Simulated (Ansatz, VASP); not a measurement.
**Two plane-wave programs on AlN**

```xyz
4
Lattice="3.0507 0.0000 0.0000 -1.5254 2.6420 0.0000 0.0000 0.0000 4.9810" Properties=species:S:1:pos:R:3 pbc="T T T"
Al    1.5254    0.8807    2.4905
Al    0.0000    1.7613    0.0000
N     1.5254    0.8807    4.3833
N     0.0000    1.7613    1.8928
```

Alike in both runs: task single point; functional PBEsol; k mesh 8 × 8 × 5; occupations fermi-dirac, width 0.05 eV; no spin polarisation.

|  | VASP | Ansatz |
| --- | --- | --- |
| version | VASP 6.6.1 | Ansatz 0.2.0 |
| potentials or method | VASP PAW PBE potentials, release 64 (Al, N) | Ansatz PAW |
| plane-wave cutoff (eV) | 600 | 420 |
| valence electrons in the cell | 16 | 16 |

|  | VASP | Ansatz | Ansatz less VASP |
| --- | --- | --- | --- |
| gap on the k mesh at the Fermi level (eV) | 4.56 | 4.54 | -0.019 |
| least direct gap on the mesh (eV) | 4.56 | 4.54 | -0.019 |
| pressure (GPa) | 9.2 | 9.3 | +0.12 |
| traceless stress, the component that is largest in VASP (GPa) | -5.31 | -5.25 | +0.061 |
| rms of the force components (eV/Å) | 0.072 | 0.070 | -0.0017 |

VASP's potentials were made for PBE, not for PBEsol. Atom by atom the forces differ by 0.002 eV/Å (rms over components). The functional is the same, so the differences come from potentials, cutoffs and numerics.

Noted on Ansatz's run: odd divisions of the mesh miss points on the zone boundary, where band edges often lie, so the gap on the mesh can be too wide.
